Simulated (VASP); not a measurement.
**Mg16Si5Sn3: single point with PBEsol**

Crystal: Mg16Si5Sn3.

```
CELL_PARAMETERS angstrom
12.96897 0.00000 0.00000
0.00000 12.96897 0.00000
0.00000 0.00000 12.96897
ATOMIC_POSITIONS crystal
Mg 0.37545 0.12564 0.13308
Mg 0.37749 0.11731 0.62456
Mg 0.37140 0.62261 0.12111
Mg 0.38459 0.62690 0.62467
Mg 0.87169 0.12211 0.12106
Mg 0.86559 0.12463 0.62467
Mg 0.87519 0.62590 0.12218
Mg 0.87400 0.62664 0.63576
Mg 0.12309 0.38461 0.12516
Mg 0.12540 0.37516 0.62479
Mg 0.12406 0.87282 0.12204
Mg 0.12371 0.87362 0.63518
Mg 0.62577 0.37504 0.12540
Mg 0.62728 0.37808 0.61986
Mg 0.63397 0.87421 0.12444
Mg 0.62165 0.87880 0.62909
Mg 0.12985 0.12080 0.37047
Mg 0.12385 0.11472 0.87660
Mg 0.12496 0.62649 0.36446
Mg 0.11940 0.63118 0.88074
Mg 0.62404 0.12796 0.37567
Mg 0.63340 0.12612 0.87523
Mg 0.62496 0.61628 0.37483
Mg 0.62596 0.62554 0.87591
Mg 0.12313 0.11561 0.12509
Mg 0.12945 0.11910 0.62868
Mg 0.12419 0.62680 0.12188
Mg 0.11850 0.63154 0.63104
Mg 0.62896 0.13054 0.12850
Mg 0.62728 0.12196 0.62028
Mg 0.62923 0.62136 0.12088
Mg 0.62198 0.62143 0.62897
Mg 0.38184 0.37788 0.37119
Mg 0.38098 0.38033 0.88101
Mg 0.37528 0.88279 0.37554
Mg 0.37079 0.86978 0.87204
Mg 0.86476 0.37424 0.37407
Mg 0.87048 0.37925 0.88041
Mg 0.87536 0.87522 0.36506
Mg 0.87541 0.87350 0.87683
Mg 0.38012 0.37875 0.12888
Mg 0.38118 0.37953 0.61976
Mg 0.36590 0.87304 0.12433
Mg 0.37908 0.87709 0.62852
Mg 0.87044 0.37902 0.12077
Mg 0.86494 0.37396 0.62439
Mg 0.87643 0.87351 0.12173
Mg 0.87467 0.87408 0.63530
Mg 0.38091 0.12213 0.37153
Mg 0.37080 0.12054 0.87073
Mg 0.37550 0.61725 0.37518
Mg 0.38014 0.63021 0.87987
Mg 0.86566 0.12606 0.37486
Mg 0.87096 0.11995 0.87957
Mg 0.87384 0.62552 0.36380
Mg 0.87475 0.62643 0.87721
Mg 0.13002 0.37845 0.36934
Mg 0.11886 0.38085 0.88074
Mg 0.12431 0.87431 0.36503
Mg 0.12340 0.87210 0.87688
Mg 0.62382 0.37351 0.37446
Mg 0.62892 0.37855 0.88001
Mg 0.62454 0.88400 0.37524
Mg 0.62959 0.87004 0.87147
Si 0.99833 0.99609 0.99994
Si 0.99687 0.50402 0.00122
Si 0.50130 0.00102 0.50013
Si 0.50298 0.50204 0.00198
Si 0.50295 0.49934 0.49848
Si 0.24812 0.74937 0.99941
Si 0.75028 0.25124 0.00134
Si 0.74547 0.25010 0.49882
Si 0.75176 0.74892 0.99895
Si 0.25020 0.99841 0.24824
Si 0.25009 0.99507 0.75154
Si 0.25172 0.50165 0.24685
Si 0.75005 0.00174 0.24806
Si 0.74973 0.99884 0.75153
Si 0.74847 0.49890 0.24701
Si 0.74835 0.50072 0.75288
Si 0.99966 0.74996 0.24344
Si 0.99769 0.75129 0.75637
Si 0.50266 0.25130 0.25035
Si 0.50184 0.75006 0.75152
Sn 0.99831 0.99815 0.49991
Sn 0.99710 0.50189 0.49818
Sn 0.50114 0.99869 0.00022
Sn 0.24882 0.25028 0.00246
Sn 0.25400 0.24879 0.49801
Sn 0.24985 0.75088 0.49999
Sn 0.74952 0.75048 0.50026
Sn 0.25124 0.50438 0.75260
Sn 0.99766 0.25027 0.24822
Sn 0.99668 0.24838 0.75228
Sn 0.50292 0.25055 0.74966
Sn 0.50050 0.74929 0.24937
```

```json
{
  "Program": "VASP 6.6.1",
  "Task": "single point",
  "Functional": "PBEsol",
  "Potentials or basis": "VASP PAW PBE potentials, release 64 (Mg, Si, Sn_d)",
  "Cutoff": "500 eV",
  "k mesh": "1 × 1 × 1, shifted",
  "Occupations": "fermi-dirac, width 0.05 eV",
  "Spin": "no spin polarisation"
}
```

```
Pressure      : -0.1 GPa
Largest force : 0.017 eV/Å
```

Forces in eV/Å, atoms in the order of the input:
```
Mg   0.008 -0.004  0.002
Mg  -0.001 -0.004 -0.001
Mg   0.004 -0.001  0.000
Mg  -0.002  0.004  0.003
Mg  -0.002  0.000 -0.003
Mg  -0.006  0.000 -0.003
Mg   0.002 -0.005 -0.005
Mg   0.000 -0.005  0.003
Mg   0.002  0.006  0.002
Mg   0.000 -0.009  0.003
Mg   0.003 -0.001 -0.003
Mg  -0.006  0.011 -0.003
Mg  -0.002  0.000 -0.002
Mg   0.003 -0.003  0.002
Mg   0.008 -0.009  0.008
Mg   0.000 -0.006 -0.002
Mg  -0.015 -0.002 -0.003
Mg   0.000  0.007  0.003
Mg   0.006  0.003  0.010
Mg   0.010 -0.003 -0.002
Mg  -0.003 -0.004  0.000
Mg   0.003 -0.004  0.010
Mg   0.005 -0.003  0.001
Mg   0.000 -0.003 -0.003
Mg  -0.002 -0.001 -0.004
Mg   0.011  0.009 -0.001
Mg  -0.001  0.000  0.001
Mg  -0.006 -0.005 -0.002
Mg  -0.003 -0.001 -0.002
Mg  -0.002  0.007  0.004
Mg  -0.004  0.001 -0.001
Mg   0.007  0.006 -0.003
Mg  -0.009 -0.012 -0.002
Mg   0.009 -0.007  0.005
Mg   0.002  0.000  0.003
Mg   0.009  0.002  0.006
Mg   0.001  0.002 -0.002
Mg   0.001  0.002 -0.008
Mg  -0.007 -0.007 -0.004
Mg   0.000  0.002 -0.003
Mg  -0.005 -0.001 -0.004
Mg  -0.004  0.016  0.001
Mg  -0.004  0.003 -0.009
Mg  -0.002 -0.008 -0.006
Mg   0.000 -0.007  0.013
Mg   0.005  0.006  0.005
Mg  -0.002  0.006  0.000
Mg   0.003  0.010  0.001
Mg   0.002  0.007  0.007
Mg  -0.008  0.003 -0.009
Mg   0.002  0.001 -0.007
Mg  -0.003 -0.002 -0.006
Mg   0.007 -0.005  0.008
Mg   0.001  0.000  0.003
Mg  -0.002  0.003  0.000
Mg  -0.009  0.002  0.005
Mg   0.004  0.006  0.002
Mg  -0.011  0.003 -0.004
Mg   0.003 -0.005 -0.002
Mg  -0.002  0.001  0.002
Mg   0.001 -0.001 -0.001
Mg  -0.006  0.001  0.004
Mg   0.000  0.004 -0.004
Mg  -0.007  0.006 -0.004
Si   0.010  0.000  0.000
Si   0.001  0.005  0.000
Si  -0.003 -0.006  0.002
Si  -0.006 -0.007 -0.001
Si   0.004  0.001  0.000
Si   0.005  0.004  0.006
Si  -0.004 -0.007  0.003
Si   0.005 -0.001  0.005
Si   0.001 -0.003  0.002
Si  -0.001  0.001 -0.002
Si   0.000  0.010 -0.006
Si  -0.001  0.000  0.001
Si  -0.003 -0.008 -0.001
Si   0.002 -0.001 -0.001
Si   0.003 -0.001 -0.002
Si   0.003  0.001  0.003
Si   0.004 -0.002  0.012
Si   0.000  0.001  0.001
Si  -0.003 -0.004 -0.006
Si  -0.005  0.006 -0.005
Sn  -0.003  0.004  0.001
Sn   0.000  0.006 -0.006
Sn   0.006 -0.005 -0.004
Sn  -0.002  0.005 -0.003
Sn  -0.004 -0.001  0.000
Sn  -0.006 -0.004  0.000
Sn   0.003 -0.003 -0.006
Sn   0.004  0.000  0.004
Sn  -0.008 -0.004  0.002
Sn   0.008  0.000  0.001
Sn   0.004  0.002  0.000
Sn  -0.001  0.000  0.001
```

Stress tensor (GPa, compression positive):
```
-0.06 -0.43 -0.42
-0.43 -0.09 -0.44
-0.42 -0.44 -0.05
```

Levels at points of the mesh, in eV from the Fermi level:
```csv
k point,band 186,band 187,band 188,band 189,band 190,band 191
"(0.25, 0.25, 0.25)",-0.43,-0.21,-0.18,0.19,0.22,0.26
```

Wall time 19 min on 1 thread of Intel(R) Xeon(R) Platinum 8259CL CPU @ 2.50GHz (Skylake/Cascade Lake), with other jobs on the host, peak memory 1.7 GiB.

Caveat: the PAW data sets were made with another functional, which shifts forces and pressure a little; spin-orbit coupling is left out, which moves the levels of the heavy elements.
